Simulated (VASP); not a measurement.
# S (Fd-3m) in VASP: notebook

The runs below take S through relaxation of cell and atoms, with PBE.

Program: VASP 6.6.1. These are calculated values, not measurements. Logs are shortened: lines on timing, memory, paths and dates and some standing lists are left out, and cuts for length are marked.

## 1. The cell of the first run

Symmetry: Fd-3m, No. 227, cubic system. Conventional cell: a = 5.780 Å, b = 5.780 Å, c = 5.780 Å, α = 90.00°, β = 90.00°, γ = 90.00°. S (site symmetry -43m) has 4 S at 2.50 Å within 3.3 Å.

## 2. Relaxation of cell and atoms, PBE

File INCAR:

```
SYSTEM = S
PREC = Accurate ; ENCUT = 600
EDIFF = 1E-6 ; ISMEAR = 1
SIGMA = 0.05 ; LREAL = .False.
LASPH = .True. ; NELM = 60
ALGO = Normal ; ISIF = 3
LWAVE = .False. ; LCHARG = .False.
GGA = PE ; IBRION = 2
NSW = 60 ; EDIFFG = -0.03
```

File KPOINTS:

```
Automatic mesh
0
Gamma
  14 14 14
  0 0 0
```

File POSCAR:

```
S
1.0
    0.0000000000      2.8900000000      2.8900000000
    2.8900000000      0.0000000000      2.8900000000
    2.8900000000      2.8900000000      0.0000000000
S
2
Direct
    0.0000000000      0.0000000000      0.0000000000
    0.2500000000      0.2500000000      0.2500000000
```

Potentials or basis: VASP PAW PBE potentials, release 64 (S).

Launch:

```sh
$ cat potpaw_PBE.64/S/POTCAR > POTCAR
$ mpirun -np 1 vasp_std > vasp.out
```

OUTCAR:

```text
SYSTEM = S
   PREC = Accurate
   ENCUT = 600
   EDIFF = 1E-6
   ISMEAR = 1
   LREAL = .False.
   LASPH = .True.
   NELM = 60
   ISIF = 3
   GGA = PE
   IBRION = 2
   NSW = 60
   EDIFFG = -0.03

 ion  position               nearest neighbor table
   1  0.000  0.000  0.000-   2 2.50   2 2.50   2 2.50   2 2.50
   2  0.250  0.250  0.250-   1 2.50   1 2.50   1 2.50   1 2.50

  LATTYP: Found a face centered cubic cell.
 ALAT       =     5.7800000000

  Lattice vectors:

 A1 = (   0.0000000000,   2.8900000000,   2.8900000000)
 A2 = (   2.8900000000,   0.0000000000,   2.8900000000)
 A3 = (   2.8900000000,   2.8900000000,   0.0000000000)

Analysis of symmetry for initial positions (statically):
=====================================================================
 Subroutine PRICEL returns:
 Original cell was already a primitive cell.

 Routine SETGRP: Setting up the symmetry group for a
 face centered cubic supercell.

 Subroutine GETGRP returns: Found 48 space group operations
 (whereof 24 operations were pure point group operations)
 out of a pool of 48 trial point group operations.

The static configuration has the point symmetry T_d .
 The point group associated with its full space group is O_h .

Analysis of symmetry for dynamics (positions and initial velocities):
=====================================================================
 Subroutine PRICEL returns:
 Original cell was already a primitive cell.

 Routine SETGRP: Setting up the symmetry group for a
 face centered cubic supercell.

 Subroutine GETGRP returns: Found 48 space group operations
 (whereof 24 operations were pure point group operations)
 out of a pool of 48 trial point group operations.

The dynamic configuration has the point symmetry T_d .
 The point group associated with its full space group is O_h .

 Subroutine INISYM returns: Found 48 space group operations
 (whereof 24 operations are pure point group operations),
 and found     1 'primitive' translations

----------------------------------------------------------------------------------------

                                     Primitive cell

  volume of cell :      48.2751

  direct lattice vectors                    reciprocal lattice vectors
     0.000000000  2.890000000  2.890000000    -0.173010381  0.173010381  0.173010381
     2.890000000  0.000000000  2.890000000     0.173010381 -0.173010381  0.173010381
     2.890000000  2.890000000  0.000000000     0.173010381  0.173010381 -0.173010381

  length of vectors
     4.087077195  4.087077195  4.087077195     0.299662769  0.299662769  0.299662769

  position of ions in fractional coordinates (direct lattice)
     0.000000000  0.000000000  0.000000000
     0.250000000  0.250000000  0.250000000

  ion indices of the primitive-cell ions
   primitive index   ion index
                 1           1
                 2           2

----------------------------------------------------------------------------------------

 KPOINTS: Automatic mesh

Automatic generation of k-mesh.
 Grid dimensions read from file:
 generate k-points for:   14   14   14

 Generating k-lattice:

  Cartesian coordinates                     Fractional coordinates (reciprocal lattice)
    -0.012357884  0.012357884  0.012357884     0.071428571  0.000000000  0.000000000
     0.012357884 -0.012357884  0.012357884     0.000000000  0.071428571  0.000000000
     0.012357884  0.012357884 -0.012357884     0.000000000  0.000000000  0.071428571

  Length of vectors
     0.021404484  0.021404484  0.021404484

  Shift w.r.t. Gamma in fractional coordinates (k-lattice)
     0.000000000  0.000000000  0.000000000

 Subroutine IBZKPT returns following result:
 ===========================================

 Found    104 irreducible k-points:

 Following reciprocal coordinates:
            Coordinates               Weight
  0.000000  0.000000  0.000000      1.000000
  0.071429  0.000000  0.000000      8.000000
  0.142857  0.000000  0.000000      8.000000
  0.214286  0.000000  0.000000      8.000000
  0.285714  0.000000  0.000000      8.000000
  0.357143  0.000000  0.000000      8.000000
[... 16 lines left out ...]
  0.214286  0.142857  0.000000     24.000000
  0.285714  0.142857  0.000000     24.000000
 [... further k-points ...]
   k-points           NKPTS =    104   k-points in BZ     NKDIM =    104   number of bands    NBANDS=     10
   number of dos      NEDOS =    301   number of ions     NIONS =      2
   total plane-waves  NPLWV =  46656
   dimension x,y,z NGX =    36 NGY =   36 NGZ =   36
   dimension x,y,z NGXF=    72 NGYF=   72 NGZF=   72
   ions per type =               2
   NGX,Y,Z   is equivalent  to a cutoff of  14.64, 14.64, 14.64 a.u.
   NGXF,Y,Z  is equivalent  to a cutoff of  29.29, 29.29, 29.29 a.u.
 SYSTEM =  S
   PREC   = accura    normal or accurate (medium, high low for compatibility)
   ISTART =      0    job   : 0-new  1-cont  2-samecut
   ICHARG =      2    charge: 1-file 2-atom 10-const
   ISPIN  =      1    spin polarized calculation?
   LNONCOLLINEAR =      F non collinear calculations
   LSORBIT =      F    spin-orbit coupling
   LASPH  =      T    aspherical Exc in radial PAW
   ENCUT  =  600.0 eV  44.10 Ry    6.64 a.u.   8.16  8.16  8.16*2*pi/ulx,y,z
   NELM   =     60;   NELMIN=  2; NELMDL= -5     # of ELM steps
   EDIFF  = 0.1E-05   stopping-criterion for ELM
   LREAL  =      F    real-space projection
   EDIFFG = -.3E-01   stopping-criterion for IOM
   NSW    =     60    number of steps for IOM
   IBRION =      2    ionic relax: 0-MD 1-quasi-New 2-CG
   NFREE  =      1    steps in history (QN), initial steepest desc. (CG)
   ISIF   =      3    stress and relaxation
   ISYM   =      2    0-nonsym 1-usesym 2-fastsym
   POTIM  = 0.5000    time-step for ionic-motion
   TEBEG  =    0.0;   TEEND  =   0.0 temperature during run
   PSTRESS=    0.0 pullay stress
   NELECT =      12.0000    total number of electrons
   NUPDOWN=      -1.0000    fix difference up-down
   EMIN   =  10.00;   EMAX   =-10.00  energy-range for DOS
   EFERMI =   0.00;   METHOD = LEGACY
   ISMEAR =     1;   SIGMA  =   0.05  broadening in eV -4-tet -1-fermi 0-gaus
   EFERMI_NEDOS =   21; number of points for ismear=-14 and -15
   IALGO  =     38    algorithm
   IMIX   =      4    mixing-type and parameters
     AMIX     =   0.40;   BMIX     =  1.00
     AMIX_MAG =   1.60;   BMIX_MAG =  1.00
  volume/ion in A,a.u.               =      24.14       162.89
  Fermi-wavevector in a.u.,A,eV,Ry     =   1.029344  1.945179 14.416054  1.059550
  Thomas-Fermi vector in A             =   2.163387
   LORBIT       =      0    0 simple, 1 ext, 2 COOP (PROOUT), +10 PAW based schemes
   GGA     = PE    functional components
   LHFCALC =     F    Hartree Fock is set to
   AEXX    =    0.0000 exact exchange contribution
   IVDW    =     0    specifies the selected vdW correction
   LEPSILON=     F    determine dielectric tensor
   LRPA    =     F    only Hartree local field effects (RPA)
 conjugate gradient relaxation of ions
 non-spin polarized calculation
 Methfessel and Paxton  Order N= 1 SIGMA  =   0.05
  energy-cutoff  :      600.00
  volume of cell :       48.28
 maximum number of plane-waves:      1639
 NGX is ok and might be reduce to    36
   NGX = 17   NGY = 17   NGZ = 17

--------------------------------------- Ionic step        1  -------------------------------------------

 number of electron      12.0000000 magnetization

 Free energy of the ion-electron system (eV)
  ---------------------------------------------------
  ext. energy  EPLUGINS =         0.00000000
  ---------------------------------------------------
  free energy    TOTEN  =        -6.24422605 eV

  energy without entropy =       -6.24412290  energy(sigma->0) =       -6.24419167

------------------------ aborting loop because EDIFF is reached ----------------------------------------

  FORCE on cell =-STRESS in cart. coord.  units (eV):
  Direction    XX          YY          ZZ          XY          YZ          ZX
  --------------------------------------------------------------------------------------
  -------------------------------------------------------------------------------------
  Total        0.0766214      0.0766214      0.0766214      0.0000000      0.0000000      0.0000000
  in kB        2.5429461      2.5429461      2.5429461      0.0000000      0.0000000      0.0000000
  external PRESSURE =       2.5429461 kB  Pullay stress =       0.0000000 kB

 VOLUME and BASIS-vectors are now :
 -----------------------------------------------------------------------------
  energy-cutoff  :      600.00
  volume of cell :       48.28
      direct lattice vectors                 reciprocal lattice vectors
     0.000000000  2.890000000  2.890000000    -0.173010381  0.173010381  0.173010381
     2.890000000  0.000000000  2.890000000     0.173010381 -0.173010381  0.173010381
     2.890000000  2.890000000  0.000000000     0.173010381  0.173010381 -0.173010381

 POSITION                                       TOTAL-FORCE (eV/Angst)
 -----------------------------------------------------------------------------------
      0.00000      0.00000      0.00000        -0.000000     -0.000000      0.000000
      1.44500      1.44500      1.44500         0.000000      0.000000     -0.000000
 -----------------------------------------------------------------------------------
    total drift:                                0.000000      0.000000      0.000000

  FREE ENERGIE OF THE ION-ELECTRON SYSTEM (eV)
  ---------------------------------------------------
  free  energy   TOTEN  =        -6.2442260496 eV

  energy  without entropy=       -6.2441228992  energy(sigma->0) =       -6.24419167

--------------------------------------- Ionic step        2  -------------------------------------------

 number of electron      12.0000000 magnetization

 Free energy of the ion-electron system (eV)
  ---------------------------------------------------
  ext. energy  EPLUGINS =         0.00000000
  ---------------------------------------------------
  free energy    TOTEN  =        -6.24444502 eV

  energy without entropy =       -6.24443197  energy(sigma->0) =       -6.24444067

 E-fermi :   3.4261     XC(G=0):  -8.6981

 val. band max:        3.4257420998   @ k =  -0.2857   0.0714   0.0000
 cond. band min:       3.4581293476   @ k =  -0.3571   0.2143   0.0714
 fundamental gap:      0.0323872478
 Fermi energy:         3.4260520130

 k-point     1 :       0.0000    0.0000    0.0000
  band No.  band energies     occupation
      1     -12.2900      2.00000
      2      -5.6688      2.00000
      3      -0.3861      2.00000
      4      -0.3861      2.00000
      5      -0.3861      2.00000
      6       2.5172      2.00000
      7       2.5172      2.00000
      8       2.5172      2.00000
      9       9.0455      0.00000
     10      11.3093      0.00000

 k-point     2 :       0.0714    0.0000    0.0000
  band No.  band energies     occupation
      1     -12.2486      2.00000
      2      -5.8050      2.00000
      3      -0.4385      2.00000
      4      -0.4385      2.00000
      5      -0.3733      2.00000
      6       2.5955      2.00000
      7       2.5955      2.00000
      8       2.5976      2.00000
      9       9.2130      0.00000
     10      11.1773      0.00000
[... 274 lines left out ...]
 k-point    24 :       0.2857    0.1429    0.0000
  band No.  band energies     occupation
      1     -11.7054      2.00000
      2      -7.1658      2.00000
      3      -1.3101      2.00000
      4      -1.1781      2.00000
      5       0.4536      2.00000
      6       2.3977      2.00000
      7       3.7774     -0.00000
      8       3.9721     -0.00000
      9       9.6950      0.00000
     10      10.7522      0.00000

 [... further k-points ...]

------------------------ aborting loop because EDIFF is reached ----------------------------------------

  FORCE on cell =-STRESS in cart. coord.  units (eV):
  Direction    XX          YY          ZZ          XY          YZ          ZX
  --------------------------------------------------------------------------------------
  -------------------------------------------------------------------------------------
  Total        0.0019147      0.0019147      0.0019147      0.0000000      0.0000000      0.0000000
  in kB        0.0631940      0.0631940      0.0631940      0.0000000      0.0000000      0.0000000
  external PRESSURE =       0.0631940 kB  Pullay stress =       0.0000000 kB

 VOLUME and BASIS-vectors are now :
 -----------------------------------------------------------------------------
  energy-cutoff  :      600.00
  volume of cell :       48.54
      direct lattice vectors                 reciprocal lattice vectors
     0.000000000  2.895341327  2.895341327    -0.172691211  0.172691211  0.172691211
     2.895341327  0.000000000  2.895341327     0.172691211 -0.172691211  0.172691211
     2.895341327  2.895341327  0.000000000     0.172691211  0.172691211 -0.172691211

 POSITION                                       TOTAL-FORCE (eV/Angst)
 -----------------------------------------------------------------------------------
      2.89534      2.89534      0.00000         0.000000      0.000000      0.000000
      1.44767      1.44767      1.44767        -0.000000     -0.000000     -0.000000
 -----------------------------------------------------------------------------------
    total drift:                                0.000000      0.000000      0.000000

  FREE ENERGIE OF THE ION-ELECTRON SYSTEM (eV)
  ---------------------------------------------------
  free  energy   TOTEN  =        -6.2444450177 eV

  energy  without entropy=       -6.2444319705  energy(sigma->0) =       -6.24444067

 reached required accuracy - stopping structural energy minimisation
```

It took 42 s on 1 thread of Intel Xeon 6975P-C (Granite Rapids), shared host; peak memory 0.22 GiB.

What came out:

* Free energy: -6.2444 eV
* Relaxed volume: 24.27 Å³/atom
* Relaxed cell: a = 4.095 Å, b = 4.095 Å, c = 4.095 Å, α = 60.00°, β = 60.00°, γ = 60.00°
* Space group after relaxing (to 0.05 Å): Fd-3m (No. 227)
* Energy gained by relaxing: 0.1 meV/atom
* Ionic steps: 2
* Pressure after relaxing: 0.0 GPa
* Band gap on the k mesh: zero (band 6 reaches 3.67 eV, above the bottom of band 7 at 2.52 eV)

The path:
| step | energy change (eV) | largest force (eV/Å) | pressure (GPa) | volume (Å³) |
| --- | --- | --- | --- | --- |
| 1 | 0.0000 | 0.0000 | 0.25 | 48.28 |
| 2 | -0.0002 | 0.0000 | 0.01 | 48.54 |

Final structure:
```cif
data_structure
_symmetry_space_group_name_H-M 'P 1'
_symmetry_Int_Tables_number 1
_cell_length_a 4.0946
_cell_length_b 4.0946
_cell_length_c 4.0946
_cell_angle_alpha 60.000
_cell_angle_beta 60.000
_cell_angle_gamma 60.000
_cell_volume 48.54
loop_
_atom_site_label
_atom_site_type_symbol
_atom_site_fract_x
_atom_site_fract_y
_atom_site_fract_z
_atom_site_occupancy
S1 S 0.00000 0.00000 0.00000 1
S2 S 0.25000 0.25000 0.25000 1
```

(Continued in part 2 of 2.)
